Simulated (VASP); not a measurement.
Input of a VASP 6.6.1 run:

Contents of INCAR:

```
SYSTEM = Cr3PtN
  PREC = Accurate
  ENCUT = 520
  EDIFF = 1E-6
  ISMEAR = 0
  SIGMA = 0.1
  LREAL = .FALSE.
  LASPH = .TRUE.
  NELM = 150
  ALGO = Normal
  ISIF = 2
  LWAVE = .FALSE.
  LCHARG = .TRUE.
  ISPIN = 2
  MAGMOM = 0.26 0.26 0.26 0 0
  LORBIT = 11
  LMAXMIX = 4
  GGA = PS
  LELF = .TRUE.
  LVHAR = .TRUE.
  NBANDS = 38
```

File KPOINTS:

```
Automatic mesh
0
G
  10 10 10
  0 0 0
```

The input POSCAR:

```
Cr3PtN
1.0
    3.7886110991      0.0000000000      0.0000000000
    0.0000000000      3.7886110991      0.0000000000
    0.0000000000      0.0000000000      3.7886110991
Cr Pt N
3 1 1
Direct
    0.5000000000      0.0000000000      0.5000000000
    0.0000000000      0.5000000000      0.5000000000
    0.5000000000      0.5000000000      0.0000000000
    0.0000000000      0.0000000000      0.0000000000
    0.5000000000      0.5000000000      0.5000000000
```

Potentials or basis: VASP PAW PBE potentials, release 64 (Cr_pv, Pt, N).

The run is started by

```bash
$ cat potpaw_PBE.64/Cr_pv/POTCAR potpaw_PBE.64/Pt/POTCAR potpaw_PBE.64/N/POTCAR > POTCAR
$ mpirun -np 1 vasp_std > vasp.out
```

(1) Estimate the net moment.

(2) What does it give for the site moments?

(3) Estimate the pressure.

Answers

(1) 0.17 μB per cell.

(2) Cr +0.05; Pt +0.01; N -0.00 μB.

(3) -0.1 GPa.

Caveat: the PAW data sets were made with another functional, which shifts forces and pressure a little.
